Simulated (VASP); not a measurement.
# SrO (P6_3mc) in VASP: further runs

The runs below take SrO through single point, with LDA.

All numbers are computed with VASP 6.6.1; they aren't measurements. Logs are shortened: lines on timing, memory, paths and dates and some standing lists are left out, and cuts for length are marked.

### Step 1. The cell of the first run

It takes space group P6_3mc (No. 186, hexagonal). The conventional cell has a = 4.380 Å, b = 4.380 Å, c = 5.281 Å, α = 90.00°, β = 90.00°, γ = 120.00°. Sr (site symmetry 3m) has 5 O at 2.53 to 2.65 Å within 3.3 Å. O (site symmetry 3m) has 5 Sr at 2.53 to 2.65 Å within 3.3 Å.

### Step 2. Single point, LDA

INCAR reads:

```
SYSTEM = SrO
  ALGO = Normal
  EDIFF = 1E-6
  ENCUT = 520
  ISIF = 2
  ISMEAR = -1
  LASPH = .TRUE.
  LCHARG = .FALSE.
  LREAL = .FALSE.
  LWAVE = .FALSE.
  NBANDS = 24
  NELM = 80
  PREC = Accurate
  SIGMA = 0.01
```

KPOINTS reads:

```
k-points
0
G
  5 5 4
  0 0 0
```

POSCAR reads:

```
SrO
1.0
    4.3797865463      0.0000000000      0.0000000000
   -2.1898932732      3.7930062391      0.0000000000
    0.0000000000      0.0000000000      5.2813905243
Sr O
2 2
Direct
    0.3333333333      0.6666666667      0.9381280000
    0.6666666667      0.3333333333      0.4381280000
    0.3333333333      0.6666666667      0.4368720000
    0.6666666667      0.3333333333      0.9368720000
```

Potentials or basis: VASP PAW LDA potentials, release 64 (Sr_sv, O).

The run is started by

```sh
$ cat potpaw_LDA.64/Sr_sv/POTCAR potpaw_LDA.64/O/POTCAR > POTCAR
$ mpirun -np 1 vasp_std > vasp.out
```

OUTCAR:

```text
SYSTEM = SrO
   EDIFF = 1E-6
   ENCUT = 520
   ISIF = 2
   ISMEAR = -1
   LASPH = .TRUE.
   LREAL = .FALSE.
   NELM = 80
   PREC = Accurate

 ion  position               nearest neighbor table
   1  0.333  0.667  0.938-   4 2.53   4 2.53   4 2.53   3 2.63   3 2.65   2 3.66   2 3.66   2 3.66
                             2 3.66   2 3.66   2 3.66
   2  0.667  0.333  0.438-   3 2.53   3 2.53   3 2.53   4 2.63   4 2.65   1 3.66   1 3.66   1 3.66
                             1 3.66   1 3.66   1 3.66
   3  0.333  0.667  0.437-   2 2.53   2 2.53   2 2.53   1 2.63   1 2.65
   4  0.667  0.333  0.937-   1 2.53   1 2.53   1 2.53   2 2.63   2 2.65

  LATTYP: Found a hexagonal cell.
 ALAT       =     4.3797865463
 C/A-ratio  =     1.2058556892

  Lattice vectors:

 A1 = (   4.3797865463,   0.0000000000,   0.0000000000)
 A2 = (  -2.1898932732,   3.7930062391,   0.0000000000)
 A3 = (   0.0000000000,   0.0000000000,   5.2813905243)

Analysis of symmetry for initial positions (statically):
=====================================================================
 Subroutine PRICEL returns:
 Original cell was already a primitive cell.

 Routine SETGRP: Setting up the symmetry group for a
 hexagonal supercell.

 Subroutine GETGRP returns: Found 12 space group operations
 (whereof  6 operations were pure point group operations)
 out of a pool of 24 trial point group operations.

The static configuration has the point symmetry C_3v.
 The point group associated with its full space group is C_6v.

Analysis of symmetry for dynamics (positions and initial velocities):
=====================================================================
 Subroutine PRICEL returns:
 Original cell was already a primitive cell.

 Routine SETGRP: Setting up the symmetry group for a
 hexagonal supercell.

 Subroutine GETGRP returns: Found 12 space group operations
 (whereof  6 operations were pure point group operations)
 out of a pool of 24 trial point group operations.

The dynamic configuration has the point symmetry C_3v.
 The point group associated with its full space group is C_6v.

 Subroutine INISYM returns: Found 12 space group operations
 (whereof  6 operations are pure point group operations),
 and found     1 'primitive' translations

----------------------------------------------------------------------------------------

                                     Primitive cell

  volume of cell :      87.7374

  direct lattice vectors                    reciprocal lattice vectors
     4.379786546  0.000000000  0.000000000     0.228321629  0.131821560  0.000000000
    -2.189893273  3.793006239  0.000000000     0.000000000  0.263643120  0.000000000
     0.000000000  0.000000000  5.281390524     0.000000000  0.000000000  0.189344074

  length of vectors
     4.379786546  4.379786396  5.281390524     0.263643111  0.263643120  0.189344074

  position of ions in fractional coordinates (direct lattice)
     0.333333333  0.666666667  0.938128000
     0.666666667  0.333333333  0.438128000
     0.333333333  0.666666667  0.436872000
     0.666666667  0.333333333  0.936872000

  ion indices of the primitive-cell ions
   primitive index   ion index
                 1           1
                 2           2
                 3           3
                 4           4

----------------------------------------------------------------------------------------

 KPOINTS: k-points

Automatic generation of k-mesh.
 Grid dimensions read from file:
 generate k-points for:    5    5    4

 Generating k-lattice:

  Cartesian coordinates                     Fractional coordinates (reciprocal lattice)
     0.045664326  0.026364312  0.000000000     0.200000000  0.000000000  0.000000000
     0.000000000  0.052728624  0.000000000     0.000000000  0.200000000  0.000000000
     0.000000000  0.000000000  0.047336019     0.000000000  0.000000000  0.250000000

  Length of vectors
     0.052728622  0.052728624  0.047336019

  Shift w.r.t. Gamma in fractional coordinates (k-lattice)
     0.000000000  0.000000000  0.000000000

 Subroutine IBZKPT returns following result:
 ===========================================

 Found     15 irreducible k-points:

 Following reciprocal coordinates:
            Coordinates               Weight
  0.000000  0.000000  0.000000      1.000000
  0.200000  0.000000  0.000000      6.000000
  0.400000  0.000000  0.000000      6.000000
  0.200000  0.200000  0.000000      6.000000
  0.400000  0.200000  0.000000      6.000000
  0.000000  0.000000  0.250000      2.000000
  0.200000  0.000000  0.250000     12.000000
  0.400000  0.000000  0.250000     12.000000
  0.200000  0.200000  0.250000     12.000000
  0.400000  0.200000  0.250000     12.000000
  0.000000  0.000000  0.500000      1.000000
  0.200000  0.000000  0.500000      6.000000
  0.400000  0.000000  0.500000      6.000000
  0.200000  0.200000  0.500000      6.000000
  0.400000  0.200000  0.500000      6.000000
   k-points           NKPTS =     15   k-points in BZ     NKDIM =     15   number of bands    NBANDS=     24
   number of dos      NEDOS =    301   number of ions     NIONS =      4
   total plane-waves  NPLWV =  51840
   dimension x,y,z NGX =    36 NGY =   36 NGZ =   40
   dimension x,y,z NGXF=    72 NGYF=   72 NGZF=   80
   ions per type =               2   2
   NGX,Y,Z   is equivalent  to a cutoff of  13.66, 13.66, 12.59 a.u.
   NGXF,Y,Z  is equivalent  to a cutoff of  27.33, 27.33, 25.18 a.u.
 SYSTEM =  SrO
   PREC   = accura    normal or accurate (medium, high low for compatibility)
   ISTART =      0    job   : 0-new  1-cont  2-samecut
   ICHARG =      2    charge: 1-file 2-atom 10-const
   ISPIN  =      1    spin polarized calculation?
   LNONCOLLINEAR =      F non collinear calculations
   LSORBIT =      F    spin-orbit coupling
   LASPH  =      T    aspherical Exc in radial PAW
   ENCUT  =  520.0 eV  38.22 Ry    6.18 a.u.   8.14  8.14  9.82*2*pi/ulx,y,z
   NELM   =     80;   NELMIN=  2; NELMDL= -5     # of ELM steps
   EDIFF  = 0.1E-05   stopping-criterion for ELM
   LREAL  =      F    real-space projection
   EDIFFG = 0.1E-04   stopping-criterion for IOM
   NSW    =      0    number of steps for IOM
   IBRION =     -1    ionic relax: 0-MD 1-quasi-New 2-CG
   NFREE  =      0    steps in history (QN), initial steepest desc. (CG)
   ISIF   =      2    stress and relaxation
   ISYM   =      2    0-nonsym 1-usesym 2-fastsym
   POTIM  = 0.5000    time-step for ionic-motion
   TEBEG  =    0.0;   TEEND  =   0.0 temperature during run
   PSTRESS=    0.0 pullay stress
   NELECT =      32.0000    total number of electrons
   NUPDOWN=      -1.0000    fix difference up-down
   EMIN   =  10.00;   EMAX   =-10.00  energy-range for DOS
   EFERMI =   0.00;   METHOD = LEGACY
   ISMEAR =    -1;   SIGMA  =   0.01  broadening in eV -4-tet -1-fermi 0-gaus
   EFERMI_NEDOS =   21; number of points for ismear=-14 and -15
   IALGO  =     38    algorithm
   IMIX   =      4    mixing-type and parameters
     AMIX     =   0.40;   BMIX     =  1.00
     AMIX_MAG =   1.60;   BMIX_MAG =  1.00
  volume/ion in A,a.u.               =      21.93       148.02
  Fermi-wavevector in a.u.,A,eV,Ry     =   1.169670  2.210355 18.614500  1.368127
  Thomas-Fermi vector in A             =   2.306139
   LORBIT       =      0    0 simple, 1 ext, 2 COOP (PROOUT), +10 PAW based schemes
   GGA     = CA    functional components
   LHFCALC =     F    Hartree Fock is set to
   AEXX    =    0.0000 exact exchange contribution
   IVDW    =     0    specifies the selected vdW correction
   LEPSILON=     F    determine dielectric tensor
   LRPA    =     F    only Hartree local field effects (RPA)
 non-spin polarized calculation
  energy-cutoff  :      520.00
  volume of cell :       87.74
 maximum number of plane-waves:      2382
 NGX is ok and might be reduce to    36
   NGX = 17   NGY = 17   NGZ = 19

 number of electron      31.9999990 magnetization

 Free energy of the ion-electron system (eV)
  ---------------------------------------------------
  ext. energy  EPLUGINS =         0.00000000
  ---------------------------------------------------
  free energy    TOTEN  =       -26.11688281 eV

  energy without entropy =      -26.11688281  energy(sigma->0) =      -26.11688281

 E-fermi :   0.3920     XC(G=0):  -9.1490

 val. band max:        0.1453557404   @ k =   0.0000   0.0000   0.0000
 cond. band min:       2.3810125082   @ k =   0.0000   0.0000   0.0000
 fundamental gap:      2.2356567678
 Fermi energy:         0.3920480372

 k-point     1 :       0.0000    0.0000    0.0000
  band No.  band energies     occupation
      1     -32.2539      2.00000
      2     -32.1280      2.00000
      3     -14.7896      2.00000
      4     -14.4644      2.00000
      5     -14.4644      2.00000
      6     -14.4638      2.00000
[... 16 lines left out ...]
     23       8.1488      0.00000
     24       8.4759      0.00000

 k-point     2 :       0.2000    0.0000    0.0000
  band No.  band energies     occupation
      1     -32.2391      2.00000
      2     -32.1343      2.00000
      3     -15.1471      2.00000
      4     -15.0608      2.00000
      5     -14.7237      2.00000
      6     -14.5044      2.00000
[... 16 lines left out ...]
     23       8.0640      0.00000
     24       8.2721      0.00000

 k-point     3 :       0.4000    0.0000    0.0000
  band No.  band energies     occupation
      1     -32.2076      2.00000
      2     -32.1519      2.00000
      3     -15.5664      2.00000
      4     -15.4792      2.00000
      5     -14.5750      2.00000
      6     -14.5625      2.00000
[... 16 lines left out ...]
     23       8.2073      0.00000
     24       8.2579      0.00000
[... 271 lines left out ...]
 k-point    14 :       0.2000    0.2000    0.5000
  band No.  band energies     occupation
      1     -32.1801      2.00000
      2     -32.1801      2.00000
      3     -15.8320      2.00000
      4     -15.8320      2.00000
      5     -14.4118      2.00000
      6     -14.4118      2.00000
[... 16 lines left out ...]
     23       7.9525      0.00000
     24       7.9525      0.00000

 k-point    15 :       0.4000    0.2000    0.5000
  band No.  band energies     occupation
      1     -32.1765      2.00000
      2     -32.1765      2.00000
      3     -15.9604      2.00000
      4     -15.9604      2.00000
      5     -14.4504      2.00000
      6     -14.4504      2.00000
[... 16 lines left out ...]
     23       8.7863      0.00000
     24       8.7863      0.00000

------------------------ aborting loop because EDIFF is reached ----------------------------------------

  FORCE on cell =-STRESS in cart. coord.  units (eV):
  Direction    XX          YY          ZZ          XY          YZ          ZX
  --------------------------------------------------------------------------------------
  -------------------------------------------------------------------------------------
  Total       -4.2034005     -4.2034001     -4.6897823      0.0000000      0.0000000      0.0000000
  in kB      -76.7585163    -76.7585093    -85.6403586      0.0000000      0.0000000      0.0000000
  external PRESSURE =     -79.7191281 kB  Pullay stress =       0.0000000 kB

 VOLUME and BASIS-vectors are now :
 -----------------------------------------------------------------------------
  energy-cutoff  :      520.00
  volume of cell :       87.74
      direct lattice vectors                 reciprocal lattice vectors
     4.379786546  0.000000000  0.000000000     0.228321629  0.131821560  0.000000000
    -2.189893273  3.793006239  0.000000000     0.000000000  0.263643120  0.000000000
     0.000000000  0.000000000  5.281390524     0.000000000  0.000000000  0.189344074

 POSITION                                       TOTAL-FORCE (eV/Angst)
 -----------------------------------------------------------------------------------
     -0.00000      2.52867      4.95462         0.000000      0.000000     -0.005867
      2.18989      1.26434      2.31393        -0.000000     -0.000000     -0.005867
     -0.00000      2.52867      2.30729        -0.000000      0.000000      0.005867
      2.18989      1.26434      4.94799         0.000000     -0.000000      0.005867
 -----------------------------------------------------------------------------------
    total drift:                               -0.000000      0.000000     -0.000323

  FREE ENERGIE OF THE ION-ELECTRON SYSTEM (eV)
  ---------------------------------------------------
  free  energy   TOTEN  =       -26.1168828139 eV

  energy  without entropy=      -26.1168828139  energy(sigma->0) =      -26.11688281
```

Wall time 58 s (1 thread of AMD EPYC 7R43 (Zen 3), shared host); peak memory 0.15 GiB.

Results:

```yaml
Free_energy: -26.1169 eV
Pressure: -8.0 GPa
Largest_force: 0.006 eV/Å
Band_gap_on_the_k_mesh: 2.24 eV, direct
```

Forces in eV/Å, atoms in the order of the input:
```
Sr   0.000  0.000 -0.006
Sr   0.000  0.000 -0.006
O    0.000  0.000  0.006
O    0.000  0.000  0.006
```

Stress tensor (GPa, compression positive):
```
-7.68  0.00  0.00
 0.00 -7.68  0.00
 0.00  0.00 -8.56
```

Levels at points of the mesh, in eV from the valence-band top:
| k point | band 13 | band 14 | band 15 | band 16 | band 17 | band 18 | band 19 | band 20 |
| --- | --- | --- | --- | --- | --- | --- | --- | --- |
| (0.00, 0.00, 0.00) | -0.84 | -0.84 | -0.44 | 0.00 | 2.24 | 5.83 | 5.83 | 6.62 |
| (0.00, 0.00, 0.50) | -1.00 | -1.00 | -1.00 | -1.00 | 3.93 | 3.93 | 7.41 | 7.41 |

Expect the measured gap to be larger: semilocal functionals such as LDA lack the derivative discontinuity.

(Part 1 of 2 ends here.)
